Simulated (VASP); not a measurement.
Mn, 1 atom in the cell. The cell holds a sheet with vacuum, 1 atom: a = 2.614 Å, b = 2.614 Å, c = 23.800 Å, α = 90.00°, β = 90.00°, γ = 90.00°. 

```yaml
Program: VASP 6.6.1
Task: relaxation of the atoms
Functional: PBE
Potentials_or_basis: VASP PAW PBE potentials, release 64 (Mn_pv)
Cutoff: 520 eV
k_mesh: 10 × 10 × 1
Occupations: fermi-dirac, width 0.05 eV
Spin: collinear spin, ferromagnetic start
Starting_moments: "[4.0] μB"
Dipole_correction: no
Further_INCAR_settings: ALGO = Normal; EDIFF = 1e-06; IBRION = 2; EDIFFG = -0.02; NSW = 80
```

Potentials or basis: VASP PAW PBE potentials, release 64 (Mn_pv).

Launch:

```bash
$ cat potpaw_PBE.64/Mn_pv/POTCAR > POTCAR
$ mpirun -np 1 vasp_std > vasp.out
```

Hardware: 1 thread of AMD EPYC 7R13, with other jobs on the host.

Question: How long does it take, and how much memory?

Answer: It took 3.4 min on 1 thread of AMD EPYC 7R13, with other jobs on the host, peak memory 0.3 GiB. Counts: scf iterations 30, k points 21, ion steps 1.
